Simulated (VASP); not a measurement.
# Ru (P6_3/mmc) in VASP: further runs

Ru is run at these levels: r2SCAN; tasks: single point.

Everything below comes from runs of VASP 6.6.1. Logs are shortened: lines on timing, memory, paths and dates and some standing lists are left out, and cuts for length are marked.

## Step 1: The cell of the first run

Symmetry: P6_3/mmc, No. 194, hexagonal system. Conventional cell: a = 2.702 Å, b = 2.702 Å, c = 4.522 Å, α = 90.00°, β = 90.00°, γ = 120.00°. Within 3.6 Å of Ru (site symmetry -6m2) lie 12 Ru at 2.70 to 2.75 Å.

## Step 2: Single point, r2SCAN (strain +0.0600 x Voigt [0, 0, 1, 0, 0, 0])

POSCAR

```
Ru
1.0
    2.7023482492      0.0000000000      0.0000000000
   -1.3511741246      2.3403022337      0.0000000000
    0.0000000000      0.0000000000      4.5219234522
Ru
2
Direct
    0.3333333333      0.6666666667      0.2500000000
    0.6666666667      0.3333333333      0.7500000000
```

INCAR.step1

```
  PREC = Accurate
  ENCUT = 520
  ISMEAR = 0
  SIGMA = 0.15
  LREAL = F
  LASPH = T
  NELM = 60
  NBANDS = 21
  GGA = PE
  ALGO = Normal
  EDIFF = 1E-4
  LWAVE = T
  LCHARG = F
```

INCAR.step2

```
  PREC = Accurate
  ENCUT = 520
  EDIFF = 1E-7
  ISMEAR = 0
  SIGMA = 0.15
  LREAL = F
  LASPH = T
  NELM = 60
  ALGO = Normal
  ISIF = 2
  LWAVE = F
  LCHARG = F
  METAGGA = R2SCAN
  LMIXTAU = T
  NBANDS = 21
  ISTART = 1
```

KPOINTS

```
regular mesh
0
Gamma
  24 24 14
```

Potentials or basis: VASP PAW PBE potentials, release 64 (Ru_pv).

Launch:

```
> cat potpaw_PBE.64/Ru_pv/POTCAR > POTCAR
> cp INCAR.step1 INCAR
> mpirun -np 1 vasp_std > vasp.out
> cp INCAR.step2 INCAR
> mpirun -np 1 vasp_std > vasp.out
```

OUTCAR:

```text
PREC = Accurate
   ENCUT = 520
   EDIFF = 1E-7
   ISMEAR = 0
   LREAL = F
   LASPH = T
   NELM = 60
   ISIF = 2
   METAGGA = R2SCAN
   ISTART = 1

 ion  position               nearest neighbor table
   1  0.333  0.667  0.250-   2 2.75   2 2.75   2 2.75   2 2.75   2 2.75   2 2.75
   2  0.667  0.333  0.750-   1 2.75   1 2.75   1 2.75   1 2.75   1 2.75   1 2.75

  LATTYP: Found a hexagonal cell.
 ALAT       =     2.7023482492
 C/A-ratio  =     1.6733311310

  Lattice vectors:

 A1 = (   2.7023482492,   0.0000000000,   0.0000000000)
 A2 = (  -1.3511741246,   2.3403022337,   0.0000000000)
 A3 = (   0.0000000000,   0.0000000000,   4.5219234522)

Analysis of symmetry for initial positions (statically):
=====================================================================
 Subroutine PRICEL returns:
 Original cell was already a primitive cell.

 Routine SETGRP: Setting up the symmetry group for a
 hexagonal supercell.

 Subroutine GETGRP returns: Found 24 space group operations
 (whereof 12 operations were pure point group operations)
 out of a pool of 24 trial point group operations.

The static configuration has the point symmetry D_3d.
 The point group associated with its full space group is D_6h.

Analysis of symmetry for dynamics (positions and initial velocities):
=====================================================================
 Subroutine PRICEL returns:
 Original cell was already a primitive cell.

 Routine SETGRP: Setting up the symmetry group for a
 hexagonal supercell.

 Subroutine GETGRP returns: Found 24 space group operations
 (whereof 12 operations were pure point group operations)
 out of a pool of 24 trial point group operations.

The dynamic configuration has the point symmetry D_3d.
 The point group associated with its full space group is D_6h.

 Subroutine INISYM returns: Found 24 space group operations
 (whereof 12 operations are pure point group operations),
 and found     1 'primitive' translations

----------------------------------------------------------------------------------------

                                     Primitive cell

  volume of cell :      28.5981

  direct lattice vectors                    reciprocal lattice vectors
     2.702348249  0.000000000  0.000000000     0.370048531  0.213647619  0.000000000
    -1.351174125  2.340302234  0.000000000     0.000000000  0.427295238  0.000000000
     0.000000000  0.000000000  4.521923452     0.000000000  0.000000000  0.221144832

  length of vectors
     2.702348249  2.702348249  4.521923452     0.427295238  0.427295238  0.221144832

  position of ions in fractional coordinates (direct lattice)
     0.333333333  0.666666667  0.250000000
     0.666666667  0.333333333  0.750000000

  ion indices of the primitive-cell ions
   primitive index   ion index
                 1           1
                 2           2

----------------------------------------------------------------------------------------

 KPOINTS: regular mesh

Automatic generation of k-mesh.
 Grid dimensions read from file:
 generate k-points for:   24   24   14

 Generating k-lattice:

  Cartesian coordinates                     Fractional coordinates (reciprocal lattice)
     0.015418689  0.008901984  0.000000000     0.041666667  0.000000000  0.000000000
     0.000000000  0.017803968  0.000000000     0.000000000  0.041666667  0.000000000
     0.000000000  0.000000000  0.015796059     0.000000000  0.000000000  0.071428571

  Length of vectors
     0.017803968  0.017803968  0.015796059

  Shift w.r.t. Gamma in fractional coordinates (k-lattice)
     0.000000000  0.000000000  0.000000000

 Subroutine IBZKPT returns following result:
 ===========================================

 Found    488 irreducible k-points:

 Following reciprocal coordinates:
            Coordinates               Weight
  0.000000  0.000000  0.000000      1.000000
  0.041667  0.000000  0.000000      6.000000
  0.083333  0.000000  0.000000      6.000000
  0.125000  0.000000  0.000000      6.000000
  0.166667 -0.000000  0.000000      6.000000
  0.208333  0.000000  0.000000      6.000000
[... 16 lines left out ...]
  0.416667  0.041667  0.000000     12.000000
  0.458333  0.041667  0.000000     12.000000
 [... further k-points ...]
   k-points           NKPTS =    488   k-points in BZ     NKDIM =    488   number of bands    NBANDS=     21
   number of dos      NEDOS =    301   number of ions     NIONS =      2
   total plane-waves  NPLWV =  14400
   dimension x,y,z NGX =    20 NGY =   20 NGZ =   36
   dimension x,y,z NGXF=    40 NGYF=   40 NGZF=   72
   ions per type =               2
   NGX,Y,Z   is equivalent  to a cutoff of  12.30, 12.30, 13.24 a.u.
   NGXF,Y,Z  is equivalent  to a cutoff of  24.61, 24.61, 26.47 a.u.
 SYSTEM =  unknown system
   PREC   = accura    normal or accurate (medium, high low for compatibility)
   ISTART =      1    job   : 0-new  1-cont  2-samecut
   ICHARG =      0    charge: 1-file 2-atom 10-const
   ISPIN  =      1    spin polarized calculation?
   LNONCOLLINEAR =      F non collinear calculations
   LSORBIT =      F    spin-orbit coupling
   LASPH  =      T    aspherical Exc in radial PAW
   ENCUT  =  520.0 eV  38.22 Ry    6.18 a.u.   5.02  5.02  8.41*2*pi/ulx,y,z
   NELM   =     60;   NELMIN=  2; NELMDL=  0     # of ELM steps
   EDIFF  = 0.1E-06   stopping-criterion for ELM
   LREAL  =      F    real-space projection
   EDIFFG = 0.1E-05   stopping-criterion for IOM
   NSW    =      0    number of steps for IOM
   IBRION =     -1    ionic relax: 0-MD 1-quasi-New 2-CG
   NFREE  =      0    steps in history (QN), initial steepest desc. (CG)
   ISIF   =      2    stress and relaxation
   ISYM   =      2    0-nonsym 1-usesym 2-fastsym
   POTIM  = 0.5000    time-step for ionic-motion
   TEBEG  =    0.0;   TEEND  =   0.0 temperature during run
   PSTRESS=    0.0 pullay stress
   NELECT =      28.0000    total number of electrons
   NUPDOWN=      -1.0000    fix difference up-down
   EMIN   =  10.00;   EMAX   =-10.00  energy-range for DOS
   EFERMI =   0.00;   METHOD = LEGACY
   ISMEAR =     0;   SIGMA  =   0.15  broadening in eV -4-tet -1-fermi 0-gaus
   EFERMI_NEDOS =   21; number of points for ismear=-14 and -15
   IALGO  =     38    algorithm
   IMIX   =      4    mixing-type and parameters
     AMIX     =   0.40;   BMIX     =  1.00
     AMIX_MAG =   1.60;   BMIX_MAG =  1.00
  volume/ion in A,a.u.               =      14.30        96.49
  Fermi-wavevector in a.u.,A,eV,Ry     =   1.625606  3.071950 35.954696  2.642596
  Thomas-Fermi vector in A             =   2.718702
   LORBIT       =      0    0 simple, 1 ext, 2 COOP (PROOUT), +10 PAW based schemes
   METAGGA = R2SCAN    functional components
   LHFCALC =     F    Hartree Fock is set to
   AEXX    =    0.0000 exact exchange contribution
   IVDW    =     0    specifies the selected vdW correction
   LEPSILON=     F    determine dielectric tensor
   LRPA    =     F    only Hartree local field effects (RPA)
 non-spin polarized calculation
 Gauss-broadening in eV      SIGMA  =   0.15
  energy-cutoff  :      520.00
  volume of cell :       28.60
 maximum number of plane-waves:       789
 NGX is ok and might be reduce to    20
   NGX =  9   NGY =  9   NGZ = 17

 number of electron      28.0000007 magnetization

 Free energy of the ion-electron system (eV)
  ---------------------------------------------------
  ext. energy  EPLUGINS =         0.00000000
  ---------------------------------------------------
  free energy    TOTEN  =       -50.69690643 eV

  energy without entropy =      -50.67760041  energy(sigma->0) =      -50.68725342

 E-fermi :  11.8070     XC(G=0): -15.0412

 val. band max:       11.8022131787   @ k =   0.1667   0.0833   0.3571
 cond. band min:      11.8078818329   @ k =   0.0833   0.0000   0.3571
 fundamental gap:      0.0056686543
 Fermi energy:        11.8070063026

 k-point     1 :       0.0000    0.0000    0.0000
  band No.  band energies     occupation
      1     -33.0068      2.00000
      2     -32.1633      2.00000
      3     -32.1633      2.00000
      4     -32.0946      2.00000
      5     -32.0488      2.00000
      6     -32.0488      2.00000
[... 13 lines left out ...]
     20      20.1998      0.00000
     21      21.1910      0.00000

 k-point     2 :       0.0417    0.0000    0.0000
  band No.  band energies     occupation
      1     -33.0014      2.00000
      2     -32.1772      2.00000
      3     -32.1676      2.00000
      4     -32.0962      2.00000
      5     -32.0632      2.00000
      6     -32.0511      2.00000
[... 13 lines left out ...]
     20      20.1998      0.00000
     21      21.1815      0.00000

 k-point     3 :       0.0833    0.0000    0.0000
  band No.  band energies     occupation
      1     -32.9856      2.00000
      2     -32.2180      2.00000
      3     -32.1798      2.00000
      4     -32.1049      2.00000
      5     -32.1011      2.00000
      6     -32.0580      2.00000
[... 13 lines left out ...]
     20      20.1998      0.00000
     21      21.1532      0.00000

 k-point     4 :       0.1250    0.0000    0.0000
  band No.  band energies     occupation
      1     -32.9599      2.00000
      2     -32.2827      2.00000
      3     -32.1990      2.00000
      4     -32.1708      2.00000
      5     -32.1095      2.00000
      6     -32.0692      2.00000
[... 13 lines left out ...]
     20      20.1997      0.00000
     21      21.1079      0.00000

 k-point     5 :       0.1667   -0.0000    0.0000
  band No.  band energies     occupation
      1     -32.9254      2.00000
      2     -32.3669      2.00000
      3     -32.2553      2.00000
      4     -32.2236      2.00000
      5     -32.1215      2.00000
      6     -32.0841      2.00000
[... 13 lines left out ...]
     20      20.1998      0.00000
     21      21.0504      0.00000

 k-point     6 :       0.2083    0.0000    0.0000
  band No.  band energies     occupation
      1     -32.8832      2.00000
      2     -32.4649      2.00000
      3     -32.3522      2.00000
      4     -32.2518      2.00000
      5     -32.1372      2.00000
      6     -32.1017      2.00000
[... 13 lines left out ...]
     20      20.1997      0.00000
     21      20.9903      0.00000

 k-point     7 :       0.2500    0.0000    0.0000
  band No.  band energies     occupation
      1     -32.8352      2.00000
      2     -32.5697      2.00000
      3     -32.4543      2.00000
      4     -32.2815      2.00000
      5     -32.1569      2.00000
      6     -32.1210      2.00000
[... 13 lines left out ...]
     20      20.1998      0.00000
     21      20.9413      0.00000
[... 291 lines left out ...]
      1     -32.7536      2.00000
      2     -32.7227      2.00000
      3     -32.6051      2.00000
      4     -32.3290      2.00000
      5     -32.1949      2.00000
      6     -32.1579      2.00000
[... 13 lines left out ...]
     20      20.2902      0.00000
     21      20.9291      0.00000

 k-point    21 :       0.3333    0.0417    0.0000
  band No.  band energies     occupation
      1     -32.8123      2.00000
      2     -32.7009      2.00000
      3     -32.6880      2.00000
      4     -32.3556      2.00000
      5     -32.2229      2.00000
      6     -32.1757      2.00000
[... 13 lines left out ...]
     20      20.8407      0.00000
     21      21.2344      0.00000

 k-point    22 :       0.3750    0.0417    0.0000
  band No.  band energies     occupation
      1     -32.8853      2.00000
      2     -32.7549      2.00000
      3     -32.6518      2.00000
      4     -32.3770      2.00000
      5     -32.2517      2.00000
      6     -32.1904      2.00000
[... 13 lines left out ...]
     20      20.2988      0.00000
     21      22.0835      0.00000

 k-point    23 :       0.4167    0.0417    0.0000
  band No.  band energies     occupation
      1     -32.9366      2.00000
      2     -32.8020      2.00000
      3     -32.6117      2.00000
      4     -32.3920      2.00000
      5     -32.2775      2.00000
      6     -32.2008      2.00000
[... 13 lines left out ...]
     20      20.1998      0.00000
     21      22.6863      0.00000

 k-point    24 :       0.4583    0.0417    0.0000
  band No.  band energies     occupation
      1     -32.9632      2.00000
      2     -32.8262      2.00000
      3     -32.5881      2.00000
      4     -32.3997      2.00000
      5     -32.2938      2.00000
      6     -32.2062      2.00000
[... 13 lines left out ...]
     20      20.1998      0.00000
     21      22.9570      0.00000

 [... further k-points ...]
[... 5 lines left out ...]
  --------------------------------------------------------------------------------------
  -------------------------------------------------------------------------------------
  Total       -1.3003803     -1.3003803     -5.6517877     -0.0000000      0.0000000     -0.0000000
  in kB      -72.8525044    -72.8525044   -316.6357516     -0.0000000      0.0000000     -0.0000000
  external PRESSURE =    -154.1135868 kB  Pullay stress =       0.0000000 kB

 VOLUME and BASIS-vectors are now :
 -----------------------------------------------------------------------------
  energy-cutoff  :      520.00
  volume of cell :       28.60
      direct lattice vectors                 reciprocal lattice vectors
     2.702348249  0.000000000  0.000000000     0.370048531  0.213647619  0.000000000
    -1.351174125  2.340302234  0.000000000     0.000000000  0.427295238  0.000000000
     0.000000000  0.000000000  4.521923452     0.000000000  0.000000000  0.221144832

 POSITION                                       TOTAL-FORCE (eV/Angst)
 -----------------------------------------------------------------------------------
     -0.00000      1.56020      1.13048        -0.000000      0.000000      0.000000
      1.35117      0.78010      3.39144         0.000000     -0.000000      0.000000
 -----------------------------------------------------------------------------------
    total drift:                               -0.000000      0.000000     -0.000000

  FREE ENERGIE OF THE ION-ELECTRON SYSTEM (eV)
  ---------------------------------------------------
  free  energy   TOTEN  =       -50.6969064315 eV

  energy  without entropy=      -50.6776004055  energy(sigma->0) =      -50.68725342
```

Run time: 7.5 min. Hardware: 1 thread of AMD EPYC 9R45 (Zen 5), shared host; peak memory 0.3 GiB.

Results:

| Item | Value |
| --- | --- |
| Free energy | -50.6969 eV |
| Pressure | -15.4 GPa |
| Band gap on the k mesh | zero (bands 14 and 15 overlap by 2.98 eV) |

Caveat: the cell differs from its parent crystal (strain +0.0600 x Voigt [0, 0, 1, 0, 0, 0]); the cell stands under tension; the PAW data sets were made with another functional, which shifts forces and pressure a little.

## Step 3: Single point, r2SCAN (strain +0.0150 x Voigt [0, 0, 1, 0, 0, 0])

Edit POSCAR of step 2 so:

```diff
@@ -4,3 +4,3 @@
    -1.3511741246      2.3403022337      0.0000000000
-    0.0000000000      0.0000000000      4.5219234522
+    0.0000000000      0.0000000000      4.3299550037
 Ru
```

INCAR.step1

```
SYSTEM = Ru
ALGO = Normal ; EDIFF = 1E-4
ENCUT = 520 ; GGA = PE
ISMEAR = 0 ; LASPH = .TRUE.
LCHARG = .FALSE. ; LREAL = .FALSE.
LWAVE = .TRUE. ; NBANDS = 21
NELM = 80 ; PREC = Accurate
SIGMA = 0.15
```

INCAR.step2

```
SYSTEM = Ru
ALGO = Normal ; EDIFF = 1E-6
ENCUT = 520 ; ISIF = 2
ISMEAR = 0 ; ISTART = 1
LASPH = .TRUE. ; LCHARG = .FALSE.
LMIXTAU = .TRUE. ; LREAL = .FALSE.
LWAVE = .FALSE. ; METAGGA = R2SCAN
NBANDS = 21 ; NELM = 80
PREC = Accurate ; SIGMA = 0.15
```

KPOINTS

```
k-points
0
G
  24 24 14
  0 0 0
```

Potentials or basis: VASP PAW PBE potentials, release 64 (Ru_pv).

Launch:

```
> cat potpaw_PBE.64/Ru_pv/POTCAR > POTCAR
> cp INCAR.step1 INCAR
> mpirun -np 1 vasp_std > vasp.out
> cp INCAR.step2 INCAR
> mpirun -np 1 vasp_std > vasp.out
```

OUTCAR:

```text
SYSTEM = Ru
   EDIFF = 1E-6
   ENCUT = 520
   ISIF = 2
   ISMEAR = 0
   ISTART = 1
   LASPH = .TRUE.
   LREAL = .FALSE.
   METAGGA = R2SCAN
   NELM = 80
   PREC = Accurate

 ion  position               nearest neighbor table
   1  0.333  0.667  0.250-   2 2.67   2 2.67   2 2.67   2 2.67   2 2.67   2 2.67
   2  0.667  0.333  0.750-   1 2.67   1 2.67   1 2.67   1 2.67   1 2.67   1 2.67

  LATTYP: Found a hexagonal cell.
 ALAT       =     2.7023482492
 C/A-ratio  =     1.6022934886

  Lattice vectors:

 A1 = (   2.7023482492,   0.0000000000,   0.0000000000)
[... 193 lines left out ...]
      5     -31.3164      2.00000
      6     -31.2898      2.00000
[... 565 lines left out ...]
     20      20.9717      0.00000
     21      24.1456      0.00000

 [... further k-points ...]
[... 5 lines left out ...]
  --------------------------------------------------------------------------------------
  -------------------------------------------------------------------------------------
  Total       -0.1601366     -0.1601366     -1.4625485      0.0000000      0.0000000     -0.0000000
  in kB       -9.3692449     -9.3692449    -85.5705308      0.0000000      0.0000000     -0.0000000
  external PRESSURE =     -34.7696735 kB  Pullay stress =       0.0000000 kB

 VOLUME and BASIS-vectors are now :
 -----------------------------------------------------------------------------
  energy-cutoff  :      520.00
  volume of cell :       27.38
      direct lattice vectors                 reciprocal lattice vectors
     2.702348249  0.000000000  0.000000000     0.370048531  0.213647619  0.000000000
    -1.351174125  2.340302234  0.000000000     0.000000000  0.427295238  0.000000000
     0.000000000  0.000000000  4.329955004     0.000000000  0.000000000  0.230949282

 POSITION                                       TOTAL-FORCE (eV/Angst)
 -----------------------------------------------------------------------------------
     -0.00000      1.56020      1.08249        -0.000000      0.000000      0.000000
      1.35117      0.78010      3.24747         0.000000     -0.000000      0.000000
 -----------------------------------------------------------------------------------
    total drift:                               -0.000000      0.000000     -0.000000

  FREE ENERGIE OF THE ION-ELECTRON SYSTEM (eV)
  ---------------------------------------------------
  free  energy   TOTEN  =       -50.8539458891 eV

  energy  without entropy=      -50.8334175209  energy(sigma->0) =      -50.84368171
```

Run time: 11 min. Hardware: 1 thread of Intel Xeon Platinum 8259CL at 2.50GHz (Skylake/Cascade Lake), shared host; peak memory 0.32 GiB.

What came out:

* Free energy: -50.8539 eV
* Pressure: -3.5 GPa
* Band gap on the k mesh: zero (bands 14 and 15 overlap by 3.34 eV)

Caveat: the cell differs from its parent crystal (strain +0.0150 x Voigt [0, 0, 1, 0, 0, 0]); the cell stands under tension; the PAW data sets were made with another functional, which shifts forces and pressure a little.

(Continued in part 2 of 2.)
